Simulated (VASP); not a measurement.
# Fe (Fm-3m) in VASP: relaxation of cell and atoms with PBE

Aim: the relaxation of cell and atoms of Fe with PBE.

All numbers are computed with VASP 6.6.1; they aren't measurements. Logs are shortened: lines on timing, memory, paths and dates and some standing lists are left out, and cuts for length are marked.

## 1. The cell of the first run

It takes space group Fm-3m (No. 225, cubic). The conventional cell has a = 3.656 Å, b = 3.656 Å, c = 3.656 Å, α = 90.00°, β = 90.00°, γ = 90.00°. Within 3.4 Å of Fe (site symmetry m-3m) lie 12 Fe at 2.58 Å.

This isn't the form of Fe at room conditions, which is bcc.

## 2. Relaxation of cell and atoms, PBE, collinear spin, ferromagnetic start

The input, INCAR:

```
SYSTEM = Fe
  PREC = Accurate
  ENCUT = 600
  EDIFF = 1E-7
  ISMEAR = 0
  SIGMA = 0.1
  LREAL = .False.
  LASPH = .True.
  NELM = 150
  ALGO = Fast
  ISIF = 3
  LWAVE = .False.
  LCHARG = .False.
  ISPIN = 2
  MAGMOM = 3.01
  LORBIT = 11
  LMAXMIX = 4
  GGA = PE
  IBRION = 2
  NSW = 100
  EDIFFG = -0.005
```

The input, KPOINTS:

```
regular mesh
0
Gamma
  20 20 20
  0 0 0
```

The input, POSCAR:

```
Fe
1.0
    0.0000000000      1.8277755852      1.8277755852
    1.8277755852      0.0000000000      1.8277755852
    1.8277755852      1.8277755852      0.0000000000
Fe
1
Direct
    0.0000000000      0.0000000000      0.0000000000
```

Potentials or basis: VASP PAW PBE potentials, release 64 (Fe).

Run with:

```
$ cat potpaw_PBE.64/Fe/POTCAR > POTCAR
$ mpirun -np 1 vasp_std > vasp.out
```

OUTCAR:

```text
SYSTEM = Fe
   PREC = Accurate
   ENCUT = 600
   EDIFF = 1E-7
   ISMEAR = 0
   LREAL = .False.
   LASPH = .True.
   NELM = 150
   ISIF = 3
   ISPIN = 2
   LORBIT = 11
   GGA = PE
   IBRION = 2
   NSW = 100
   EDIFFG = -0.005

 ion  position               nearest neighbor table
   1  0.000  0.000  0.000-

  LATTYP: Found a face centered cubic cell.
 ALAT       =     3.6555511704

  Lattice vectors:

 A1 = (   0.0000000000,   1.8277755852,   1.8277755852)
 A2 = (   1.8277755852,   0.0000000000,   1.8277755852)
 A3 = (   1.8277755852,   1.8277755852,   0.0000000000)

Analysis of symmetry for initial positions (statically):
=====================================================================
 Subroutine PRICEL returns:
 Original cell was already a primitive cell.

 Routine SETGRP: Setting up the symmetry group for a
 face centered cubic supercell.

 Subroutine GETGRP returns: Found 48 space group operations
 (whereof 48 operations were pure point group operations)
 out of a pool of 48 trial point group operations.

The static configuration has the point symmetry O_h .

Analysis of symmetry for dynamics (positions and initial velocities):
=====================================================================
 Subroutine PRICEL returns:
 Original cell was already a primitive cell.

 Routine SETGRP: Setting up the symmetry group for a
 face centered cubic supercell.

 Subroutine GETGRP returns: Found 48 space group operations
 (whereof 48 operations were pure point group operations)
 out of a pool of 48 trial point group operations.

The dynamic configuration has the point symmetry O_h .

Analysis of structural, dynamic, and magnetic symmetry:
=====================================================================
 Subroutine PRICEL returns:
 Original cell was already a primitive cell.

 Routine SETGRP: Setting up the symmetry group for a
 face centered cubic supercell.

 Subroutine GETGRP returns: Found 48 space group operations
 (whereof 48 operations were pure point group operations)
 out of a pool of 48 trial point group operations.

The overall configuration has the point symmetry O_h .

 Subroutine INISYM returns: Found 48 space group operations
 (whereof 48 operations are pure point group operations),
 and found     1 'primitive' translations

----------------------------------------------------------------------------------------

                                     Primitive cell

  volume of cell :      12.2123

  direct lattice vectors                    reciprocal lattice vectors
     0.000000000  1.827775585  1.827775585    -0.273556559  0.273556559  0.273556559
     1.827775585  0.000000000  1.827775585     0.273556559 -0.273556559  0.273556559
     1.827775585  1.827775585  0.000000000     0.273556559  0.273556559 -0.273556559

  length of vectors
     2.584865022  2.584865022  2.584865022     0.473813859  0.473813859  0.473813859

  position of ions in fractional coordinates (direct lattice)
     0.000000000  0.000000000  0.000000000

  ion indices of the primitive-cell ions
   primitive index   ion index
                 1           1

----------------------------------------------------------------------------------------

 KPOINTS: regular mesh

Automatic generation of k-mesh.
 Grid dimensions read from file:
 generate k-points for:   20   20   20

 Generating k-lattice:

  Cartesian coordinates                     Fractional coordinates (reciprocal lattice)
    -0.013677828  0.013677828  0.013677828     0.050000000  0.000000000  0.000000000
     0.013677828 -0.013677828  0.013677828     0.000000000  0.050000000  0.000000000
     0.013677828  0.013677828 -0.013677828     0.000000000  0.000000000  0.050000000

  Length of vectors
     0.023690693  0.023690693  0.023690693

  Shift w.r.t. Gamma in fractional coordinates (k-lattice)
     0.000000000  0.000000000  0.000000000

 Subroutine IBZKPT returns following result:
 ===========================================

 Found    256 irreducible k-points:

 Following reciprocal coordinates:
            Coordinates               Weight
  0.000000  0.000000  0.000000      1.000000
  0.050000  0.000000  0.000000      8.000000
  0.100000  0.000000  0.000000      8.000000
  0.150000  0.000000  0.000000      8.000000
  0.200000  0.000000  0.000000      8.000000
  0.250000  0.000000  0.000000      8.000000
[... 16 lines left out ...]
 -0.400000  0.050000  0.000000     24.000000
 -0.350000  0.050000  0.000000     24.000000
 [... further k-points ...]
   k-points           NKPTS =    256   k-points in BZ     NKDIM =    256   number of bands    NBANDS=     10
   number of dos      NEDOS =    301   number of ions     NIONS =      1
   total plane-waves  NPLWV =  13824
   dimension x,y,z NGX =    24 NGY =   24 NGZ =   24
   dimension x,y,z NGXF=    48 NGYF=   48 NGZF=   48
   ions per type =               1
   NGX,Y,Z   is equivalent  to a cutoff of  15.44, 15.44, 15.44 a.u.
   NGXF,Y,Z  is equivalent  to a cutoff of  30.87, 30.87, 30.87 a.u.
 SYSTEM =  Fe
   PREC   = accura    normal or accurate (medium, high low for compatibility)
   ISTART =      0    job   : 0-new  1-cont  2-samecut
   ICHARG =      2    charge: 1-file 2-atom 10-const
   ISPIN  =      2    spin polarized calculation?
   LNONCOLLINEAR =      F non collinear calculations
   LSORBIT =      F    spin-orbit coupling
   LASPH  =      T    aspherical Exc in radial PAW
   ENCUT  =  600.0 eV  44.10 Ry    6.64 a.u.   5.16  5.16  5.16*2*pi/ulx,y,z
   NELM   =    150;   NELMIN=  2; NELMDL= -5     # of ELM steps
   EDIFF  = 0.1E-06   stopping-criterion for ELM
   LREAL  =      F    real-space projection
   EDIFFG = -.5E-02   stopping-criterion for IOM
   NSW    =    100    number of steps for IOM
   IBRION =      2    ionic relax: 0-MD 1-quasi-New 2-CG
   NFREE  =      1    steps in history (QN), initial steepest desc. (CG)
   ISIF   =      3    stress and relaxation
   ISYM   =      2    0-nonsym 1-usesym 2-fastsym
   POTIM  = 0.5000    time-step for ionic-motion
   TEBEG  =    0.0;   TEEND  =   0.0 temperature during run
   PSTRESS=    0.0 pullay stress
   NELECT =       8.0000    total number of electrons
   NUPDOWN=      -1.0000    fix difference up-down
   EMIN   =  10.00;   EMAX   =-10.00  energy-range for DOS
   EFERMI =   0.00;   METHOD = LEGACY
   ISMEAR =     0;   SIGMA  =   0.10  broadening in eV -4-tet -1-fermi 0-gaus
   EFERMI_NEDOS =   21; number of points for ismear=-14 and -15
   IALGO  =     68    algorithm
   IMIX   =      4    mixing-type and parameters
     AMIX     =   0.40;   BMIX     =  1.00
     AMIX_MAG =   1.60;   BMIX_MAG =  1.00
  volume/ion in A,a.u.               =      12.21        82.41
  Fermi-wavevector in a.u.,A,eV,Ry     =   1.421800  2.686813 27.504399  2.021516
  Thomas-Fermi vector in A             =   2.542572
   LORBIT       =     11    0 simple, 1 ext, 2 COOP (PROOUT), +10 PAW based schemes
   GGA     = PE    functional components
   LHFCALC =     F    Hartree Fock is set to
   AEXX    =    0.0000 exact exchange contribution
   IVDW    =     0    specifies the selected vdW correction
   LEPSILON=     F    determine dielectric tensor
   LRPA    =     F    only Hartree local field effects (RPA)
 conjugate gradient relaxation of ions
 spin polarized calculation
 RMM-DIIS sequential band-by-band and
 Gauss-broadening in eV      SIGMA  =   0.10
  energy-cutoff  :      600.00
  volume of cell :       12.21
 maximum number of plane-waves:       420
 NGX is ok and might be reduce to    24
   NGX = 11   NGY = 11   NGZ = 11

--------------------------------------- Ionic step        1  -------------------------------------------

 number of electron       8.0000000 magnetization       2.6101159

 Free energy of the ion-electron system (eV)
  ---------------------------------------------------
  ext. energy  EPLUGINS =         0.00000000
  ---------------------------------------------------
  free energy    TOTEN  =        -8.08629420 eV

  energy without entropy =       -8.08109577  energy(sigma->0) =       -8.08369498

------------------------ aborting loop because EDIFF is reached ----------------------------------------

  FORCE on cell =-STRESS in cart. coord.  units (eV):
  Direction    XX          YY          ZZ          XY          YZ          ZX
  --------------------------------------------------------------------------------------
  -------------------------------------------------------------------------------------
  Total       -0.1893740     -0.1893740     -0.1893740      0.0000000      0.0000000      0.0000000
  in kB      -24.8446172    -24.8446172    -24.8446172      0.0000000      0.0000000      0.0000000
  external PRESSURE =     -24.8446172 kB  Pullay stress =       0.0000000 kB
[... 55 lines left out ...]
  energy  without entropy=       -8.0807986507  energy(sigma->0) =       -8.08365884

--------------------------------------- Ionic step        3  -------------------------------------------

 number of electron       8.0000001 magnetization       2.6010429

 Free energy of the ion-electron system (eV)
  ---------------------------------------------------
  ext. energy  EPLUGINS =         0.00000000
  ---------------------------------------------------
  free energy    TOTEN  =        -8.08766347 eV

  energy without entropy =       -8.08235667  energy(sigma->0) =       -8.08501007

 E-fermi :   5.4798     XC(G=0): -12.7767

 val. band max:        5.4780826657   @ k =   0.4000   0.0500   0.0000
 cond. band min:       5.4807838096   @ k =   0.5000   0.0500   0.0000
 fundamental gap:      0.0027011438
 Fermi energy:         5.4797625313

 spin component 1

 k-point     1 :       0.0000    0.0000    0.0000
  band No.  band energies     occupation
      1      -2.8885      1.00000
      2       3.0319      1.00000
      3       3.0319      1.00000
      4       3.0319      1.00000
      5       4.0025      1.00000
      6       4.0025      1.00000
      7      27.2461      0.00000
      8      31.2668      0.00000
      9      31.2668      0.00000
     10      31.2668      0.00000
[... 287 lines left out ...]
 k-point    24 :      -0.3500    0.0500    0.0000
  band No.  band energies     occupation
      1       0.4423      1.00000
      2       2.9613      1.00000
      3       3.0114      1.00000
      4       3.4404      1.00000
      5       4.5550      1.00000
      6       4.9511      1.00000
      7      14.5862      0.00000
      8      25.6839      0.00000
      9      28.0831      0.00000
     10      30.1260      0.00000

 [... further k-points ...]

 spin component 2

 k-point     1 :       0.0000    0.0000    0.0000
  band No.  band energies     occupation
      1      -2.6452      1.00000
      2       5.4060      0.85161
      3       5.4060      0.85141
      4       5.4060      0.85140
      5       7.0034      0.00000
      6       7.0035      0.00000
      7      26.8688      0.00000
      8      31.6612      0.00000
      9      31.6612      0.00000
     10      31.6612      0.00000
[... 327 lines left out ...]
  FREE ENERGIE OF THE ION-ELECTRON SYSTEM (eV)
  ---------------------------------------------------
  free  energy   TOTEN  =        -8.0876634691 eV

  energy  without entropy=       -8.0823566749  energy(sigma->0) =       -8.08501007

 reached required accuracy - stopping structural energy minimisation

 total charge

# of ion       s       p       d       tot
------------------------------------------
    1        0.473   0.499   6.183   7.155

 magnetization (x)

# of ion       s       p       d       tot
------------------------------------------
    1       -0.016  -0.050   2.666   2.599
```

Wall time 3.7 min (1 thread of Intel Xeon 8259CL, shared host); peak memory 0.21 GiB.

What came out:

* Free energy: -8.0877 eV
* Relaxed volume: 12.04 Å³/atom
* Relaxed cell: a = 2.573 Å, b = 2.573 Å, c = 2.573 Å, α = 60.00°, β = 60.00°, γ = 60.00°
* Space group after relaxing (to 0.1 Å): Fm-3m (No. 225)
* Energy gained by relaxing: 1.4 meV/atom
* Ionic steps: 3
* Pressure after relaxing: 0.0 GPa
* Net moment: 2.60 μB per cell
* Site moments: Fe +2.60 μB
* Valence electrons inside the program's atomic spheres: Fe 7.16

Step by step:
```csv
step,energy change (eV),largest force (eV/Å),pressure (GPa),volume (Å³)
1,0.0000,0.0000,-2.48,12.21
2,-0.0002,0.0000,2.32,11.88
3,-0.0014,0.0000,0.02,12.04
```

Final structure:
```
Fe
1.0
     0.00000    1.81906    1.81906
     1.81906    0.00000    1.81906
     1.81906    1.81906    0.00000
Fe
1
Direct
  0.00000 0.00000 0.00000
```
